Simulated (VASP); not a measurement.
**LiSiS3: single point with PBE**

The system is LiSiS3.

```
Li Si S
1.0
     6.32227    0.00000    0.00000
    -3.16113    5.47524    0.00000
     0.00000    0.00000    5.87167
Li Si S
2 2 6
Direct
  0.33333 0.66667 0.75000
  0.66667 0.33333 0.25000
  0.00000 0.00000 0.00000
  0.00000 0.00000 0.50000
  0.83976 0.67951 0.75000
  0.32049 0.16024 0.75000
  0.83976 0.16024 0.75000
  0.16024 0.32049 0.25000
  0.67951 0.83976 0.25000
  0.16024 0.83976 0.25000
```

```json
{"Program": "VASP 6.6.1", "Task": "single point", "Functional": "PBE", "Potentials or basis": "VASP PAW PBE potentials, release 64 (Li_sv, Si, S)", "Cutoff": "750 eV", "k mesh": "6 × 6 × 6", "Occupations": "gaussian, width 0.1 eV", "Spin": "no spin polarisation"}
```

* Pressure: -0.1 GPa
* Largest force: 0.027 eV/Å
* Band gap on the k mesh: zero (bands 25 and 26 overlap by 1.13 eV)

Forces on the atoms (eV/Å):
```
Li   0.000  0.000  0.000
Li   0.000  0.000  0.000
Si   0.000  0.000  0.000
Si   0.000  0.000  0.000
S    0.000  0.027  0.000
S   -0.024 -0.014  0.000
S    0.024 -0.014  0.000
S    0.000 -0.027  0.000
S    0.024  0.014  0.000
S   -0.024  0.014  0.000
```

Levels at points of the mesh, in eV from the Fermi level:
| k point | band 22 | band 23 | band 24 | band 25 | band 26 | band 27 | band 28 | band 29 |
| --- | --- | --- | --- | --- | --- | --- | --- | --- |
| (0.00, 0.00, 0.00) | -0.19 | -0.13 | 0.16 | 0.16 | 0.69 | 0.83 | 2.92 | 3.11 |
| (0.50, 0.00, 0.00) | -1.28 | -1.07 | -0.87 | -0.05 | 0.45 | 2.11 | 3.90 | 3.97 |
| (0.00, 0.00, 0.50) | -0.16 | -0.16 | -0.16 | 0.30 | 0.30 | 1.30 | 1.30 | 4.73 |
| (0.50, 0.00, 0.50) | -1.49 | -1.10 | -1.10 | 0.07 | 0.07 | 2.66 | 2.66 | 4.06 |

Wall time 3.4 min on 1 thread of Intel(R) Xeon(R) 6975P-C (Granite Rapids), with other jobs on the host, peak memory 0.59 GiB.
